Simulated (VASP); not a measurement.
# Y: single point with PBEsol

Y, a wire with vacuum:

```
Y
1.0
    10.40000    0.00000    0.00000
     0.00000    9.30000    0.00000
     0.00000    0.00000    5.51459
Y
2
Direct
  0.43717 0.50000 0.00000
  0.56283 0.50000 0.50000
```

* Program: VASP 6.6.1
* Task: single point
* Functional: PBEsol
* Potentials or basis: VASP PAW PBE potentials, release 64 (Y_sv)
* Cutoff: 520 eV
* k mesh: 1 × 1 × 12
* Occupations: gaussian, width 0.05 eV
* Spin: collinear spin
* Starting moments: [1.5, 1.5] μB

```
Largest force                                         : 0.012 eV/Å
Net moment                                            : 3.83 μB per cell
Site moments                                          : Y +1.12 μB
Valence electrons inside the program's atomic spheres : Y 9.37
```

Forces on the atoms (eV/Å):
```
Y    0.012  0.000  0.000
Y   -0.012  0.000  0.000
```

Levels at points of the mesh, in eV from the Fermi level:
Spin up:
```tsv
k point	band 9	band 10	band 11	band 12	band 13	band 14	band 15	band 16	band 17	band 18
(0.00, 0.00, 0.00)	-2.84	-0.61	-0.48	-0.05	0.26	0.53	0.59	0.62	0.82	0.87
(0.00, 0.00, 0.50)	-1.33	-1.33	-0.77	-0.77	-0.45	-0.45	0.88	0.88	1.44	1.44
```
Spin down:
```csv
k point,band 7,band 8,band 9,band 10,band 11,band 12
"(0.00, 0.00, 0.00)",-23.27,-22.57,-1.58,0.71,0.73,0.83
"(0.00, 0.00, 0.50)",-22.90,-22.90,-0.11,-0.11,0.30,0.30
```

Run time: 3 min on 1 thread of Intel(R) Xeon(R) 6975P-C (Granite Rapids), on a shared host, peak memory 0.76 GiB.

Caveat: the PAW data sets were made with another functional, which shifts forces and pressure a little.
